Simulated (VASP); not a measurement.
Set up this calculation in VASP 6.6.1, as the native input.

| Quantity | Value |
| --- | --- |
| Task | single point |
| Functional | PBE |
| Potentials or basis | VASP PAW PBE potentials, release 64 (Ti_sv, N, B) |
| Cutoff | 520 eV |
| k mesh | 1 × 1 × 1, shifted |
| Occupations | fermi-dirac, width 0.1379 eV |
| Spin | no spin polarisation |
| Dipole correction | no |
| Further INCAR settings | LREAL = Auto; ALGO = Normal; EDIFF = 1e-06; NBANDS = 98; ISYM = 0 |

The structure of Ti6B7N13 lies in POSCAR:

```
Ti6B7N13
1.0
    6.5909440000      0.1073650000     -0.0109400000
    0.1073650000      6.3478060000      0.1405630000
   -0.0109400000      0.1405630000      6.3290700000
Ti N B
6 13 7
Direct
    0.5696679504      0.9889582510      0.1233146779
    0.1822574683      0.5128896626      0.2488268556
    0.1162653489      0.0962742257      0.0702821029
    0.8561043331      0.8241996699      0.4509063422
    0.3619784323      0.8415282701      0.6562394326
    0.8260032942      0.4131282220      0.8021908327
    0.5942931259      0.6538753151      0.7552134659
    0.6189139568      0.6449040646      0.1123724763
    0.2646387993      0.6228430337      0.9760556390
   -0.0641186043      0.3870043057      0.1441121770
    0.7540170013      0.5199110345      0.4553088671
    0.3210853465      0.2111117552      0.2612935506
    0.4743030361      0.3189193441      0.5887134469
    1.0295867490      0.7351578531      0.6975163311
    0.0789931365      0.9383417210      0.8071661488
    0.6932208517      0.1329803639      0.8982861174
    0.0765217379      0.8566642124      0.3060550533
    0.1243009452      0.3193667103      0.8077126196
    0.5612770599      0.0024514215      0.5002620909
    0.4632183577      0.1819081839      0.4333480351
    0.5686610481      0.1458303436      0.7070564556
    0.7675833869      0.5232106812      0.2327817988
    0.1485247104      0.5512149419      0.7948117866
    0.5683173646      0.5219167150      0.5800285370
    0.4804143869      0.6623517457      0.9483286778
    0.0267303591      0.1561925245      0.6937761062
```

The input as run:

INCAR

```
ALGO = Normal ; EDIFF = 1E-6
ENCUT = 520 ; GGA = PE
ISIF = 2 ; ISMEAR = -1
ISYM = 0 ; LASPH = True
LCHARG = True ; LELF = True
LREAL = Auto ; LVHAR = True
LWAVE = False ; NBANDS = 98
NELM = 80 ; PREC = Accurate
SIGMA = 0.1379
```

KPOINTS

```
Automatic mesh
0
Gamma
  1 1 1
  0.25 0.25 0.25
```

Potentials or basis: VASP PAW PBE potentials, release 64 (Ti_sv, N, B).

Launch:

```sh
$ cat potpaw_PBE.64/Ti_sv/POTCAR potpaw_PBE.64/N/POTCAR potpaw_PBE.64/B/POTCAR > POTCAR
$ mpirun -np 1 vasp_std > vasp.out
```

Results of the run:

```json
{"Pressure": "6.8 GPa", "Largest force": "6.832 eV/Å", "Band gap on the k mesh": "0.06 eV"}
```

Caveat: the k points lie up to 0.99 Å⁻¹ apart.

Wall time 84 s on 1 thread of Intel(R) Xeon(R) Platinum 8488C (Sapphire Rapids), with other jobs on the host, peak memory 0.33 GiB.
